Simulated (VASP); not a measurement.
Runs of VASP 6.6.1 on SiC. The structure is that of space group F-43m (No. 216), or close to it. The cells are those of the table. 

```tsv
level	cell	k mesh	smearing	gap on the mesh (eV)	pressure (GPa)
PBE	a = 3.064, b = 3.064, c = 2.988 Å, angles 60.8, 60.8, 58.4°, 2 atoms	6 × 6 × 6	gaussian 0.01 eV	1.04	13.7
r2SCAN	a = 3.059, b = 3.059, c = 2.957 Å, angles 61.1, 61.1, 57.8°, 2 atoms	10 × 10 × 10	gaussian 0.01 eV	1.31	13.9
PBE	a = 3.075, b = 3.075, c = 3.049 Å, angles 60.3, 60.3, 59.5°, 2 atoms	10 × 10 × 10	fermi-dirac 0.02 eV	(b)	(a)
PBE	a = 3.086, b = 3.086, c = 3.111 Å, angles 59.7, 59.7, 60.5°, 2 atoms	10 × 10 × 10	fermi-dirac 0.02 eV	1.20	0.5
PBE	a = 3.059, b = 3.059, c = 2.957 Å, angles 61.1, 61.1, 57.8°, 2 atoms	10 × 10 × 10	fermi-dirac 0.02 eV	0.94	17.5
r2SCAN	a = 3.070, b = 3.070, c = 3.019 Å, angles 60.5, 60.5, 58.9°, 2 atoms	10 × 10 × 10	gaussian 0.01 eV	1.52	(c)
PBE	a = 3.070, b = 3.070, c = 3.019 Å, angles 60.5, 60.5, 58.9°, 2 atoms	10 × 10 × 10	fermi-dirac 0.02 eV	1.15	10.0
PBE	a = 3.091, b = 3.091, c = 3.142 Å, angles 59.5, 59.5, 61.1°, 2 atoms	10 × 10 × 10	fermi-dirac 0.02 eV	1.05	-2.2
r2SCAN	a = 3.086, b = 3.086, c = 3.111 Å, angles 59.7, 59.7, 60.5°, 2 atoms	10 × 10 × 10	gaussian 0.01 eV	(d)	-3.1
PBE	a = 3.070, b = 3.070, c = 3.019 Å, angles 60.5, 60.5, 58.9°, 2 atoms	6 × 6 × 6	gaussian 0.01 eV	1.15	10.1
PBE	a = 3.059, b = 3.059, c = 2.957 Å, angles 61.1, 61.1, 57.8°, 2 atoms	6 × 6 × 6	gaussian 0.01 eV	0.94	17.6
r2SCAN	a = 3.064, b = 3.064, c = 2.988 Å, angles 60.8, 60.8, 58.4°, 2 atoms	10 × 10 × 10	gaussian 0.01 eV	1.42	10.0
```

Alike in all rows: task single point; potentials or basis VASP PAW PBE potentials, release 64 (Si, C); no spin polarisation; cutoff (eV) 520.

Problem. Fill in the values left out.

Solution. (a) 6.6; (b) 1.25; (c) 6.4; (d) 1.56.

Caveats: some runs use coarse meshes; the PAW data sets were made with another functional, which shifts forces and pressure a little (some runs).

A k mesh can miss the band edges.
